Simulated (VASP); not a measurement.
# Ga3B2As5 (P1) in VASP: single point with PBE

Aim: the single point of Ga3B2As5 with PBE.

Program: VASP 6.6.1. These are calculated values, not measurements. Logs are shortened: lines on timing, memory, paths and dates and some standing lists are left out, and cuts for length are marked.

**1. The cell of the first run**

The typed cell holds 10 atoms: a = 3.783 Å, b = 3.781 Å, c = 13.883 Å, α = 97.87°, β = 97.81°, γ = 90.01°.

**2. Single point, PBE**

INCAR

```
SYSTEM = Ga3B2As5
PREC = Accurate
ENCUT = 520
EDIFF = 1E-7
ISMEAR = 0
SIGMA = 0.1
LREAL = .False.
LASPH = .True.
NELM = 80
ALGO = Normal
ISIF = 2
LWAVE = .False.
LCHARG = .False.
GGA = PE
NBANDS = 46
```

KPOINTS

```
Automatic mesh
0
Gamma
  4 4 4
  0 0 0
```

POSCAR

```
Ga3B2As5
1.0
   -0.0002428560     -3.7825070214      0.0005058576
    3.7806923630      0.0002737265     -0.0011910721
   -1.8977245531      1.8884324330     13.6226683937
Ga B As
3 2 5
Direct
    0.0005018897      0.0000922046      0.0000307340
    0.1946061336      0.1949630348      0.3895005641
    0.8049229541      0.8055567022      0.6105284103
    0.5975788317      0.5973603988      0.1944990777
    0.4024607784      0.4025820843      0.8054845909
    0.5562593580      0.0558403565      0.1116959499
    0.1387864500      0.6385622754      0.2772715263
    0.7497501123      0.2499838309      0.4999703054
    0.3609954395      0.8610437681      0.7227115082
    0.9441380528      0.4440153445      0.8883073334
```

Potentials or basis: VASP PAW PBE potentials, release 64 (Ga_d, B, As).

Command:

```bash
cat potpaw_PBE.64/Ga_d/POTCAR potpaw_PBE.64/B/POTCAR potpaw_PBE.64/As/POTCAR > POTCAR
mpirun -np 1 vasp_std > vasp.out
```

OUTCAR:

```text
SYSTEM = Ga3B2As5
   PREC = Accurate
   ENCUT = 520
   EDIFF = 1E-7
   ISMEAR = 0
   LREAL = .False.
   LASPH = .True.
   NELM = 80
   ISIF = 2
   GGA = PE

 ion  position               nearest neighbor table
   1  0.001  0.000  0.000-  10 2.43   6 2.43   6 2.43  10 2.43
   2  0.195  0.195  0.390-   8 2.42   8 2.42   7 2.43   7 2.43
   3  0.805  0.806  0.611-   8 2.42   8 2.42   9 2.43   9 2.43
   4  0.598  0.597  0.194-   6 2.20   7 2.20   6 2.20   7 2.20
   5  0.402  0.403  0.805-   9 2.20  10 2.20   9 2.20  10 2.20
   6  0.556  0.056  0.112-   4 2.20   4 2.20   1 2.43   1 2.43
   7  0.139  0.639  0.277-   4 2.20   4 2.20   2 2.43   2 2.43
   8  0.750  0.250  0.500-   2 2.42   3 2.42   2 2.42   3 2.42
   9  0.361  0.861  0.723-   5 2.20   5 2.20   3 2.43   3 2.43
  10  0.944  0.444  0.888-   5 2.20   5 2.20   1 2.43   1 2.43

  LATTYP: Found a triclinic cell.
 ALAT       =    13.8801089028
 B/A-ratio  =     0.2725127799
 C/A-ratio  =     0.2723820531
 COS(alpha) =     0.0001366483
 COS(beta)  =     0.1353601149
 COS(gamma) =     0.1359503276

  Lattice vectors:

 A1 = (  -1.8829678099,  -1.8887061595, -13.6214773216)
 A2 = (  -0.0002428560,  -3.7825070214,   0.0005058576)
 A3 = (  -3.7806923630,  -0.0002737265,   0.0011910721)

Analysis of symmetry for initial positions (statically):
=====================================================================
 Subroutine PRICEL returns:
 Original cell was already a primitive cell.

 Routine SETGRP: Setting up the symmetry group for a
 triclinic supercell.

 Subroutine GETGRP returns: Found  1 space group operations
 (whereof  1 operations were pure point group operations)
 out of a pool of  2 trial point group operations.

The static configuration has the point symmetry C_1 .

Analysis of symmetry for dynamics (positions and initial velocities):
=====================================================================
 Subroutine PRICEL returns:
 Original cell was already a primitive cell.

 Routine SETGRP: Setting up the symmetry group for a
 triclinic supercell.

 Subroutine GETGRP returns: Found  1 space group operations
 (whereof  1 operations were pure point group operations)
 out of a pool of  2 trial point group operations.

The dynamic configuration has the point symmetry C_1 .

 Subroutine INISYM returns: Found  1 space group operations
 (whereof  1 operations are pure point group operations),
 and found     1 'primitive' translations

----------------------------------------------------------------------------------------

                                     Primitive cell

  volume of cell :     194.8060

  direct lattice vectors                    reciprocal lattice vectors
    -0.000242856 -3.782507021  0.000505858     0.000030688 -0.264370023  0.036652376
     3.780692363  0.000273727 -0.001191072     0.264513427 -0.000012055  0.036850078
    -1.897724553  1.888432433 13.622668394     0.000023126  0.000009816  0.073408918

  length of vectors
     3.782507063  3.780692561 13.883249969     0.266898682  0.267067934  0.073408923

  position of ions in fractional coordinates (direct lattice)
     0.000501890  0.000092205  0.000030734
     0.194606134  0.194963035  0.389500564
     0.804922954  0.805556702  0.610528410
     0.597578832  0.597360399  0.194499078
     0.402460778  0.402582084  0.805484591
     0.556259358  0.055840356  0.111695950
     0.138786450  0.638562275  0.277271526
     0.749750112  0.249983831  0.499970305
     0.360995440  0.861043768  0.722711508
     0.944138053  0.444015345  0.888307333

  ion indices of the primitive-cell ions
   primitive index   ion index
                 1           1
                 2           2
                 3           3
                 4           4
                 5           5
                 6           6
                 7           7
                 8           8
                 9           9
                10          10

----------------------------------------------------------------------------------------

 KPOINTS: Automatic mesh

Automatic generation of k-mesh.
 Grid dimensions read from file:
 generate k-points for:    4    4    4

 Generating k-lattice:

  Cartesian coordinates                     Fractional coordinates (reciprocal lattice)
     0.000007672 -0.066092506  0.009163094     0.250000000  0.000000000 -0.000000000
     0.066128357 -0.000003014  0.009212519     0.000000000  0.250000000  0.000000000
     0.000005782  0.000002454  0.018352230     0.000000000 -0.000000000  0.250000000

  Length of vectors
     0.066724670  0.066766984  0.018352231

  Shift w.r.t. Gamma in fractional coordinates (k-lattice)
     0.000000000  0.000000000  0.000000000

 Subroutine IBZKPT returns following result:
 ===========================================

 Found     36 irreducible k-points:

 Following reciprocal coordinates:
            Coordinates               Weight
  0.000000  0.000000  0.000000      1.000000
  0.250000  0.000000 -0.000000      2.000000
  0.500000  0.000000 -0.000000      1.000000
 -0.000000  0.250000  0.000000      2.000000
  0.250000  0.250000 -0.000000      2.000000
  0.500000  0.250000 -0.000000      2.000000
[... 16 lines left out ...]
  0.000000 -0.250000  0.250000      2.000000
  0.250000 -0.250000  0.250000      2.000000
 [... further k-points ...]
   k-points           NKPTS =     36   k-points in BZ     NKDIM =     36   number of bands    NBANDS=     46
   number of dos      NEDOS =    301   number of ions     NIONS =     10
   total plane-waves  NPLWV =  84672
   dimension x,y,z NGX =    28 NGY =   28 NGZ =  108
   dimension x,y,z NGXF=    56 NGYF=   56 NGZF=  216
   ions per type =               3   2   5
   NGX,Y,Z   is equivalent  to a cutoff of  12.31, 12.31, 12.93 a.u.
   NGXF,Y,Z  is equivalent  to a cutoff of  24.61, 24.62, 25.87 a.u.
 SYSTEM =  Ga3B2As5
   PREC   = accura    normal or accurate (medium, high low for compatibility)
   ISTART =      0    job   : 0-new  1-cont  2-samecut
   ICHARG =      2    charge: 1-file 2-atom 10-const
   ISPIN  =      1    spin polarized calculation?
   LNONCOLLINEAR =      F non collinear calculations
   LSORBIT =      F    spin-orbit coupling
   LASPH  =      T    aspherical Exc in radial PAW
   ENCUT  =  520.0 eV  38.22 Ry    6.18 a.u.   7.03  7.03 25.81*2*pi/ulx,y,z
   NELM   =     80;   NELMIN=  2; NELMDL= -5     # of ELM steps
   EDIFF  = 0.1E-06   stopping-criterion for ELM
   LREAL  =      F    real-space projection
   EDIFFG = 0.1E-05   stopping-criterion for IOM
   NSW    =      0    number of steps for IOM
   IBRION =     -1    ionic relax: 0-MD 1-quasi-New 2-CG
   NFREE  =      0    steps in history (QN), initial steepest desc. (CG)
   ISIF   =      2    stress and relaxation
   ISYM   =      2    0-nonsym 1-usesym 2-fastsym
   POTIM  = 0.5000    time-step for ionic-motion
   TEBEG  =    0.0;   TEEND  =   0.0 temperature during run
   PSTRESS=    0.0 pullay stress
   NELECT =      70.0000    total number of electrons
   NUPDOWN=      -1.0000    fix difference up-down
   EMIN   =  10.00;   EMAX   =-10.00  energy-range for DOS
   EFERMI =   0.00;   METHOD = LEGACY
   ISMEAR =     0;   SIGMA  =   0.10  broadening in eV -4-tet -1-fermi 0-gaus
   EFERMI_NEDOS =   21; number of points for ismear=-14 and -15
   IALGO  =     38    algorithm
   IMIX   =      4    mixing-type and parameters
     AMIX     =   0.40;   BMIX     =  1.00
     AMIX_MAG =   1.60;   BMIX_MAG =  1.00
  volume/ion in A,a.u.               =      19.48       131.46
  Fermi-wavevector in a.u.,A,eV,Ry     =   1.163876  2.199407 18.430556  1.354608
  Thomas-Fermi vector in A             =   2.300421
   LORBIT       =      0    0 simple, 1 ext, 2 COOP (PROOUT), +10 PAW based schemes
   GGA     = PE    functional components
   LHFCALC =     F    Hartree Fock is set to
   AEXX    =    0.0000 exact exchange contribution
   IVDW    =     0    specifies the selected vdW correction
   LEPSILON=     F    determine dielectric tensor
   LRPA    =     F    only Hartree local field effects (RPA)
 non-spin polarized calculation
 Gauss-broadening in eV      SIGMA  =   0.10
  energy-cutoff  :      520.00
  volume of cell :      194.81
 maximum number of plane-waves:      5264
   NGX = 15   NGY = 15   NGZ = 51

 number of electron      70.0000028 magnetization

 Free energy of the ion-electron system (eV)
  ---------------------------------------------------
  ext. energy  EPLUGINS =         0.00000000
  ---------------------------------------------------
  free energy    TOTEN  =       -45.54600498 eV

  energy without entropy =      -45.54599423  energy(sigma->0) =      -45.54599961

 E-fermi :   4.9121     XC(G=0):  -9.8109

 val. band max:        4.6739794103   @ k =   0.0000   0.0000   0.0000
 cond. band min:       5.1386619116   @ k =   0.0000   0.0000   0.0000
 fundamental gap:      0.4646825013
 Fermi energy:         4.9121358189

 k-point     1 :       0.0000    0.0000    0.0000
  band No.  band energies     occupation
      1     -10.5128      2.00000
      2     -10.4667      2.00000
      3     -10.4449      2.00000
      4     -10.3922      2.00000
      5     -10.3922      2.00000
      6     -10.3640      2.00000
[... 38 lines left out ...]
     45       7.9359      0.00000
     46       8.4107      0.00000

 k-point     2 :       0.2500    0.0000   -0.0000
  band No.  band energies     occupation
      1     -10.5063      2.00000
      2     -10.4568      2.00000
      3     -10.4347      2.00000
      4     -10.4221      2.00000
      5     -10.3889      2.00000
      6     -10.3885      2.00000
[... 38 lines left out ...]
     45       8.7971      0.00000
     46       8.9935      0.00000

 k-point     3 :       0.5000    0.0000   -0.0000
  band No.  band energies     occupation
      1     -10.5097      2.00000
      2     -10.4702      2.00000
      3     -10.4385      2.00000
      4     -10.4237      2.00000
      5     -10.4010      2.00000
      6     -10.3851      2.00000
[... 38 lines left out ...]
     45       9.1603      0.00000
     46       9.3023      0.00000

 k-point     4 :      -0.0000    0.2500    0.0000
  band No.  band energies     occupation
      1     -10.5063      2.00000
      2     -10.4567      2.00000
      3     -10.4347      2.00000
      4     -10.4222      2.00000
      5     -10.3888      2.00000
      6     -10.3884      2.00000
[... 920 lines left out ...]
     45       9.2000      0.00000
     46       9.9111      0.00000

 k-point    23 :       0.0000   -0.2500    0.2500
  band No.  band energies     occupation
      1     -10.5063      2.00000
      2     -10.4567      2.00000
      3     -10.4347      2.00000
      4     -10.4222      2.00000
      5     -10.3888      2.00000
      6     -10.3884      2.00000
[... 38 lines left out ...]
     45       8.7979      0.00000
     46       8.9894      0.00000

 k-point    24 :       0.2500   -0.2500    0.2500
  band No.  band energies     occupation
      1     -10.5111      2.00000
      2     -10.4444      2.00000
      3     -10.4391      2.00000
      4     -10.4245      2.00000
      5     -10.3858      2.00000
      6     -10.3839      2.00000
[... 38 lines left out ...]
     45       9.2719      0.00000
     46       9.4836      0.00000

 [... further k-points ...]

------------------------ aborting loop because EDIFF is reached ----------------------------------------

  FORCE on cell =-STRESS in cart. coord.  units (eV):
  Direction    XX          YY          ZZ          XY          YZ          ZX
  --------------------------------------------------------------------------------------
  -------------------------------------------------------------------------------------
  Total        0.3088459      0.2323044      0.2743128     -0.0065066      0.0288175      0.0621565
  in kB        2.5400959      1.9105824      2.2560795     -0.0535137      0.2370086      0.5112046
  external PRESSURE =       2.2355859 kB  Pullay stress =       0.0000000 kB

 VOLUME and BASIS-vectors are now :
 -----------------------------------------------------------------------------
  energy-cutoff  :      520.00
  volume of cell :      194.81
      direct lattice vectors                 reciprocal lattice vectors
    -0.000242856 -3.782507021  0.000505858     0.000030688 -0.264370023  0.036652376
     3.780692363  0.000273727 -0.001191072     0.264513427 -0.000012055  0.036850078
    -1.897724553  1.888432433 13.622668394     0.000023126  0.000009816  0.073408918

 POSITION                                       TOTAL-FORCE (eV/Angst)
 -----------------------------------------------------------------------------------
      0.00029     -0.00184      0.00042        -0.000375      0.001334     -0.001207
     -0.00212     -0.00050      5.30590        -0.003725     -0.001267     -0.006562
      1.88675     -1.89146      8.31647        -0.005025     -0.001799      0.004063
      1.88919     -1.89288      2.64919        -0.003422      0.002658      0.001691
     -0.00665     -0.00110     10.97257        -0.003268     -0.004412      0.003069
     -0.00099     -1.89311      1.52181         0.000875      0.001539      0.008559
      1.88799     -0.00118      3.77649         0.005656     -0.001062      0.000774
     -0.00388     -1.89171      6.81101         0.002719      0.000046      0.002899
      1.88375     -0.00044      9.84442         0.005173     -0.000727     -0.002092
     -0.00731     -1.89358     12.10106         0.001391      0.003688     -0.011195
 -----------------------------------------------------------------------------------
    total drift:                                0.000115      0.000115     -0.000071

  FREE ENERGIE OF THE ION-ELECTRON SYSTEM (eV)
  ---------------------------------------------------
  free  energy   TOTEN  =       -45.5460049767 eV

  energy  without entropy=      -45.5459942338  energy(sigma->0) =      -45.54599961
```

It took 4.3 min on 1 thread of Intel Xeon Platinum 8375C at 2.90GHz (Ice Lake), shared host; peak memory 0.43 GiB.

What came out:

```yaml
Free_energy: -45.5460 eV
Pressure: 0.2 GPa
Largest_force: 0.012 eV/Å
Band_gap_on_the_k_mesh: 0.46 eV, direct
```

Forces on the atoms (eV/Å):
```
Ga   0.000  0.001 -0.001
Ga  -0.004 -0.001 -0.007
Ga  -0.005 -0.002  0.004
B   -0.003  0.003  0.002
B   -0.003 -0.004  0.003
As   0.001  0.002  0.009
As   0.006 -0.001  0.001
As   0.003  0.000  0.003
As   0.005 -0.001 -0.002
As   0.001  0.004 -0.011
```

A k mesh can miss the band edges.
